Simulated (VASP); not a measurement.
# GaAs (F-43m) in VASP: single point with LDA

Aim: the single point of GaAs with LDA.

All numbers are computed with VASP 6.6.1; they aren't measurements. Logs are shortened: lines on timing, memory, paths and dates and some standing lists are left out, and cuts for length are marked.

### 1 The cell of the first run

Symmetry: F-43m, No. 216, cubic system. The conventional cell has a = 5.603 Å, b = 5.603 Å, c = 5.603 Å, α = 90.00°, β = 90.00°, γ = 90.00°. Ga (site symmetry -43m) has 4 As at 2.43 Å within 3.2 Å. As (site symmetry -43m) has 4 Ga at 2.43 Å within 3.2 Å.

### 2 Single point, LDA

Input file INCAR:

```
SYSTEM = GaAs
ALGO = Normal ; EDIFF = 1E-6
ENCUT = 500 ; GGA = CA
GGA_COMPAT = .FALSE. ; ISIF = 2
ISMEAR = 0 ; ISYM = 0
LASPH = .TRUE. ; LCHARG = .FALSE.
LREAL = .FALSE. ; LWAVE = .FALSE.
NBANDS = 16 ; NELM = 120
PREC = Accurate ; SIGMA = 0.02
```

Input file KPOINTS:

```
Automatic mesh
0
Gamma
  12 12 12
  0.5 0.5 0.5
```

Input file POSCAR:

```
GaAs
1.0
    0.0000000000      2.8016907855      2.8016907855
    2.8016907855      0.0000000000      2.8016907855
    2.8016907855      2.8016907855      0.0000000000
Ga As
1 1
Direct
    0.0000000000      0.0000000000      0.0000000000
    0.7500000000      0.7500000000      0.7500000000
```

Potentials or basis: VASP PAW LDA potentials, release 64 (Ga_d, As).

Command:

```bash
$ cat potpaw_LDA.64/Ga_d/POTCAR potpaw_LDA.64/As/POTCAR > POTCAR
$ mpirun -np 1 vasp_std > vasp.out
```

OUTCAR:

```text
SYSTEM = GaAs
   EDIFF = 1E-6
   ENCUT = 500
   GGA = CA
   ISIF = 2
   ISMEAR = 0
   ISYM = 0
   LASPH = .TRUE.
   LREAL = .FALSE.
   NELM = 120
   PREC = Accurate

 ion  position               nearest neighbor table
   1  0.000  0.000  0.000-   2 2.43   2 2.43   2 2.43   2 2.43
   2  0.750  0.750  0.750-   1 2.43   1 2.43   1 2.43   1 2.43

IMPORTANT INFORMATION: All symmetrisations will be switched off!
NOSYMM: (Re-)initialisation of all symmetry stuff for point group C_1.

----------------------------------------------------------------------------------------

                                     Primitive cell

  volume of cell :      43.9836

  direct lattice vectors                    reciprocal lattice vectors
     0.000000000  2.801690785  2.801690785    -0.178463663  0.178463663  0.178463663
     2.801690785  0.000000000  2.801690785     0.178463663 -0.178463663  0.178463663
     2.801690785  2.801690785  0.000000000     0.178463663  0.178463663 -0.178463663

  length of vectors
     3.962189106  3.962189106  3.962189106     0.309108132  0.309108132  0.309108132

  position of ions in fractional coordinates (direct lattice)
     0.000000000  0.000000000  0.000000000
     0.750000000  0.750000000  0.750000000

  ion indices of the primitive-cell ions
   primitive index   ion index
                 1           1
                 2           2

----------------------------------------------------------------------------------------

 KPOINTS: Automatic mesh

Automatic generation of k-mesh.
 Grid dimensions read from file:
 generate k-points for:   12   12   12

 Generating k-lattice:

  Cartesian coordinates                     Fractional coordinates (reciprocal lattice)
    -0.014871972  0.014871972  0.014871972     0.083333333  0.000000000  0.000000000
     0.014871972 -0.014871972  0.014871972     0.000000000  0.083333333  0.000000000
     0.014871972  0.014871972 -0.014871972     0.000000000  0.000000000  0.083333333

  Length of vectors
     0.025759011  0.025759011  0.025759011

  Shift w.r.t. Gamma in fractional coordinates (k-lattice)
     0.500000000  0.500000000  0.500000000

 Subroutine IBZKPT returns following result:
 ===========================================

 Found   3456 irreducible k-points:

 Following reciprocal coordinates:
            Coordinates               Weight
  0.041667  0.041667  0.041667      2.000000
  0.041667  0.000000  0.000000      2.000000
  0.000000  0.000000 -0.041667      2.000000
  0.000000  0.041667  0.000000      2.000000
  0.125000  0.041667  0.041667      2.000000
  0.041667  0.125000  0.041667      2.000000
[... 16 lines left out ...]
  0.000000  0.166667 -0.041667      2.000000
  0.166667  0.000000 -0.041667      2.000000
 [... further k-points ...]
   k-points           NKPTS =   3456   k-points in BZ     NKDIM =   3456   number of bands    NBANDS=     16
   number of dos      NEDOS =    301   number of ions     NIONS =      2
   total plane-waves  NPLWV =  27000
   dimension x,y,z NGX =    30 NGY =   30 NGZ =   30
   dimension x,y,z NGXF=    60 NGYF=   60 NGZF=   60
   ions per type =               1   1
   NGX,Y,Z   is equivalent  to a cutoff of  12.59, 12.59, 12.59 a.u.
   NGXF,Y,Z  is equivalent  to a cutoff of  25.17, 25.17, 25.17 a.u.
 SYSTEM =  GaAs
   PREC   = accura    normal or accurate (medium, high low for compatibility)
   ISTART =      0    job   : 0-new  1-cont  2-samecut
   ICHARG =      2    charge: 1-file 2-atom 10-const
   ISPIN  =      1    spin polarized calculation?
   LNONCOLLINEAR =      F non collinear calculations
   LSORBIT =      F    spin-orbit coupling
   LASPH  =      T    aspherical Exc in radial PAW
   ENCUT  =  500.0 eV  36.75 Ry    6.06 a.u.   7.22  7.22  7.22*2*pi/ulx,y,z
   NELM   =    120;   NELMIN=  2; NELMDL= -5     # of ELM steps
   EDIFF  = 0.1E-05   stopping-criterion for ELM
   LREAL  =      F    real-space projection
   EDIFFG = 0.1E-04   stopping-criterion for IOM
   NSW    =      0    number of steps for IOM
   IBRION =     -1    ionic relax: 0-MD 1-quasi-New 2-CG
   NFREE  =      0    steps in history (QN), initial steepest desc. (CG)
   ISIF   =      2    stress and relaxation
   ISYM   =      0    0-nonsym 1-usesym 2-fastsym
   POTIM  = 0.5000    time-step for ionic-motion
   TEBEG  =    0.0;   TEEND  =   0.0 temperature during run
   PSTRESS=    0.0 pullay stress
   NELECT =      18.0000    total number of electrons
   NUPDOWN=      -1.0000    fix difference up-down
   EMIN   =  10.00;   EMAX   =-10.00  energy-range for DOS
   EFERMI =   0.00;   METHOD = LEGACY
   ISMEAR =     0;   SIGMA  =   0.02  broadening in eV -4-tet -1-fermi 0-gaus
   EFERMI_NEDOS =   21; number of points for ismear=-14 and -15
   IALGO  =     38    algorithm
   IMIX   =      4    mixing-type and parameters
     AMIX     =   0.40;   BMIX     =  1.00
     AMIX_MAG =   1.60;   BMIX_MAG =  1.00
  volume/ion in A,a.u.               =      21.99       148.41
  Fermi-wavevector in a.u.,A,eV,Ry     =   1.215445  2.296859 20.099990  1.477308
  Thomas-Fermi vector in A             =   2.350832
   LORBIT       =      0    0 simple, 1 ext, 2 COOP (PROOUT), +10 PAW based schemes
   GGA     = CA    functional components
   LHFCALC =     F    Hartree Fock is set to
   AEXX    =    0.0000 exact exchange contribution
   IVDW    =     0    specifies the selected vdW correction
   LEPSILON=     F    determine dielectric tensor
   LRPA    =     F    only Hartree local field effects (RPA)
 non-spin polarized calculation
 Gauss-broadening in eV      SIGMA  =   0.02
  energy-cutoff  :      500.00
  volume of cell :       43.98
 maximum number of plane-waves:      1132
 NGX is ok and might be reduce to    30
   NGX = 15   NGY = 15   NGZ = 15

 number of electron      18.0000013 magnetization

 Free energy of the ion-electron system (eV)
  ---------------------------------------------------
  ext. energy  EPLUGINS =         0.00000000
  ---------------------------------------------------
  free energy    TOTEN  =        -9.64242024 eV

  energy without entropy =       -9.64242024  energy(sigma->0) =       -9.64242024

 E-fermi :   4.1958     XC(G=0): -10.0314

 val. band max:        4.0276495680   @ k =   0.0000   0.0000  -0.0417
 cond. band min:       5.0028424648   @ k =   0.0000   0.0417   0.0000
 fundamental gap:      0.9751928969
 Fermi energy:         4.1957653412

 k-point     1 :       0.0417    0.0417    0.0417
  band No.  band energies     occupation
      1     -10.9199      2.00000
      2     -10.9177      2.00000
      3     -10.9177      2.00000
      4     -10.8333      2.00000
      5     -10.8333      2.00000
      6      -8.8791      2.00000
[... 8 lines left out ...]
     15      14.0829      0.00000
     16      14.0829      0.00000

 k-point     2 :       0.0417    0.0000    0.0000
  band No.  band energies     occupation
      1     -10.9199      2.00000
      2     -10.9177      2.00000
      3     -10.9177      2.00000
      4     -10.8333      2.00000
      5     -10.8333      2.00000
      6      -8.8791      2.00000
[... 8 lines left out ...]
     15      14.0829      0.00000
     16      14.0829      0.00000

 k-point     3 :       0.0000    0.0000   -0.0417
  band No.  band energies     occupation
      1     -10.9199      2.00000
      2     -10.9177      2.00000
      3     -10.9177      2.00000
      4     -10.8333      2.00000
      5     -10.8333      2.00000
      6      -8.8791      2.00000
[... 8 lines left out ...]
     15      14.0829      0.00000
     16      14.0829      0.00000

 k-point     4 :       0.0000    0.0417    0.0000
  band No.  band energies     occupation
      1     -10.9199      2.00000
      2     -10.9177      2.00000
      3     -10.9177      2.00000
      4     -10.8333      2.00000
      5     -10.8333      2.00000
      6      -8.8791      2.00000
[... 8 lines left out ...]
     15      14.0829      0.00000
     16      14.0829      0.00000

 k-point     5 :       0.1250    0.0417    0.0417
  band No.  band energies     occupation
      1     -10.9291      2.00000
      2     -10.9158      2.00000
      3     -10.9145      2.00000
      4     -10.8340      2.00000
      5     -10.8329      2.00000
      6      -8.7664      2.00000
[... 8 lines left out ...]
     15      13.2516      0.00000
     16      13.7132      0.00000

 k-point     6 :       0.0417    0.1250    0.0417
  band No.  band energies     occupation
      1     -10.9291      2.00000
      2     -10.9158      2.00000
      3     -10.9145      2.00000
      4     -10.8340      2.00000
      5     -10.8329      2.00000
      6      -8.7664      2.00000
[... 8 lines left out ...]
     15      13.2516      0.00000
     16      13.7132      0.00000
[... 267 lines left out ...]
 k-point    21 :       0.2083    0.1667    0.1667
  band No.  band energies     occupation
      1     -10.9476      2.00000
      2     -10.9111      2.00000
      3     -10.9094      2.00000
      4     -10.8345      2.00000
      5     -10.8326      2.00000
      6      -8.4941      2.00000
[... 8 lines left out ...]
     15      12.9571      0.00000
     16      13.4629      0.00000

 k-point    22 :       0.0417   -0.1667    0.0000
  band No.  band energies     occupation
      1     -10.9476      2.00000
      2     -10.9111      2.00000
      3     -10.9094      2.00000
      4     -10.8345      2.00000
      5     -10.8326      2.00000
      6      -8.4941      2.00000
[... 8 lines left out ...]
     15      12.9571      0.00000
     16      13.4629      0.00000

 k-point    23 :       0.0000    0.1667   -0.0417
  band No.  band energies     occupation
      1     -10.9476      2.00000
      2     -10.9111      2.00000
      3     -10.9094      2.00000
      4     -10.8345      2.00000
      5     -10.8326      2.00000
      6      -8.4941      2.00000
[... 8 lines left out ...]
     15      12.9571      0.00000
     16      13.4629      0.00000

 k-point    24 :       0.1667    0.0000   -0.0417
  band No.  band energies     occupation
      1     -10.9476      2.00000
      2     -10.9111      2.00000
      3     -10.9094      2.00000
      4     -10.8345      2.00000
      5     -10.8326      2.00000
      6      -8.4941      2.00000
[... 8 lines left out ...]
     15      12.9571      0.00000
     16      13.4629      0.00000

 [... further k-points ...]

------------------------ aborting loop because EDIFF is reached ----------------------------------------

  FORCE on cell =-STRESS in cart. coord.  units (eV):
  Direction    XX          YY          ZZ          XY          YZ          ZX
  --------------------------------------------------------------------------------------
  -------------------------------------------------------------------------------------
  Total        0.0877079      0.0877077      0.0877072      0.0000066      0.0000069      0.0000061
  in kB        3.1949105      3.1949033      3.1948860      0.0002408      0.0002520      0.0002223
  external PRESSURE =       3.1949000 kB  Pullay stress =       0.0000000 kB

 VOLUME and BASIS-vectors are now :
 -----------------------------------------------------------------------------
  energy-cutoff  :      500.00
  volume of cell :       43.98
      direct lattice vectors                 reciprocal lattice vectors
     0.000000000  2.801690785  2.801690785    -0.178463663  0.178463663  0.178463663
     2.801690785  0.000000000  2.801690785     0.178463663 -0.178463663  0.178463663
     2.801690785  2.801690785  0.000000000     0.178463663  0.178463663 -0.178463663

 POSITION                                       TOTAL-FORCE (eV/Angst)
 -----------------------------------------------------------------------------------
      0.00000      0.00000      0.00000        -0.000000     -0.000000     -0.000000
      4.20254      4.20254      4.20254         0.000000      0.000000      0.000000
 -----------------------------------------------------------------------------------
    total drift:                                0.000001      0.000001      0.000000

  FREE ENERGIE OF THE ION-ELECTRON SYSTEM (eV)
  ---------------------------------------------------
  free  energy   TOTEN  =        -9.6424202418 eV

  energy  without entropy=       -9.6424202418  energy(sigma->0) =       -9.64242024
```

Wall time 50 min (1 thread of Oxide Virtual Turin-like, shared host); peak memory 2.1 GiB.

Results:

```
Free energy            : -9.6424 eV
Pressure               : 0.3 GPa
Band gap on the k mesh : 0.98 eV
```

Caveat: a shifted mesh leaves out Γ, where band edges can lie. A k mesh can miss the band edges.
